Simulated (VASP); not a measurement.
**Co: single point with RPBE**

Crystal: Co.

```
Co
1.0
    -1.40071    1.40071    1.40071
     1.40071   -1.40071    1.40071
     1.40071    1.40071   -1.40071
Co
1
Direct
  0.00000 0.00000 0.00000
```

This isn't the form of Co at room conditions, which is hcp.

```yaml
Program: VASP 6.6.1
Task: single point
Functional: RPBE
Potentials_or_basis: VASP PAW PBE potentials, release 64 (Co)
Cutoff: 520 eV
k_mesh: 17 × 17 × 17
Occupations: fermi-dirac, width 0.05 eV
Spin: collinear spin, ferromagnetic start
Starting_moments: "[1.88] μB"
```

```json
{
  "Pressure": "7.2 GPa",
  "Net moment": "1.75 μB per cell",
  "Site moments": "Co +1.77 μB",
  "Valence electrons inside the program's atomic spheres": "Co 8.24"
}
```

Levels at points of the mesh, in eV from the Fermi level:
Spin up:
| k point | band 1 | band 2 | band 3 | band 4 | band 5 | band 6 | band 7 | band 8 | band 9 | band 10 |
| --- | --- | --- | --- | --- | --- | --- | --- | --- | --- | --- |
| (0.00, 0.00, 0.00) | -9.20 | -3.09 | -3.09 | -3.09 | -2.03 | -2.03 | 25.24 | 25.24 | 25.24 | 30.40 |
Spin down:
```tsv
k point	band 2	band 3	band 4	band 5	band 6	band 7
(0.00, 0.00, 0.00)	-1.52	-1.52	-1.52	0.37	0.37	24.91
```

Run time: 75 s on 1 thread of Intel Xeon 8259CL, with other jobs on the host, peak memory 0.15 GiB.

Caveat: the cell stands under pressure; the PAW data sets were made with another functional, which shifts forces and pressure a little.
